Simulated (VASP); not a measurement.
## AgI: vibrations by perturbation theory with PBEsol

AgI:

```
CELL_PARAMETERS angstrom
3.22505 3.22505 0.00000
-3.22505 3.22505 0.00000
0.00000 3.22505 3.22505
ATOMIC_POSITIONS crystal
Ag 0.00000 0.00000 0.00000
I 0.75000 0.25000 0.50000
```

| Item | Value |
| --- | --- |
| Program | VASP 6.6.1 |
| Task | vibrations by perturbation theory |
| Functional | PBEsol |
| Potentials or basis | VASP PAW PBE potentials, release 64 (Ag, I) |
| Cutoff | 500 eV |
| k mesh | 6 × 6 × 6 |
| Occupations | gaussian, width 0.01 eV |
| Spin | no spin polarisation |
| Dipole correction | no |
| Further INCAR settings | ALGO = Normal; EDIFF = 1e-08; NBANDS = 16; IBRION = 8; NSW = 1 |

```yaml
Highest_phonon_frequency_at_Γ_LO-TO_splitting_left_out: 106 cm⁻¹
```

Phonon frequencies in cm⁻¹ (negative: imaginary):
```csv
q point,frequencies
"(0.000, 0.000, 0.000)",0 0 0 106 106 106
```

Wall time 95 s on 1 thread of AMD EPYC 9R45 96-Core Processor (Zen 5), with other jobs on the host, peak memory 0.28 GiB.
